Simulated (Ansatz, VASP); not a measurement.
# SnSe in VASP and in Ansatz

```
CELL_PARAMETERS angstrom
4.19785 0.00000 0.00000
0.00000 4.19785 0.00000
0.00000 0.00000 10.76633
ATOMIC_POSITIONS crystal
Sn 0.50000 0.00000 0.37223
Sn 0.00000 0.50000 0.62777
Se 0.50000 0.00000 0.61604
Se 0.00000 0.50000 0.38396
```

Alike in both runs: task relaxation of cell and atoms; functional PBE; k mesh 6 × 6 × 3; occupations fermi-dirac, width 0.02 eV; no spin polarisation.

```csv
,VASP,Ansatz
version,VASP 6.6.1,Ansatz 0.2.0
potentials or method,"VASP PAW PBE potentials, release 64 (Sn_d, Se), cutoff 600 eV","all-electron LAPW, scalar-relativistic"
```

VASP gave:

```
relaxed volume (Å³/atom)                                        : 51.06
relaxed length of the cell vector where the two differ most in proportion (Å) : 10.968
```

Problem. Estimate Ansatz's values.

Solution. Relaxed volume (Å³/atom): 50.04; relaxed length of the cell vector where the two differ most in proportion (Å): 10.750.

Ansatz ran all-electron here, and VASP with PAW potentials.
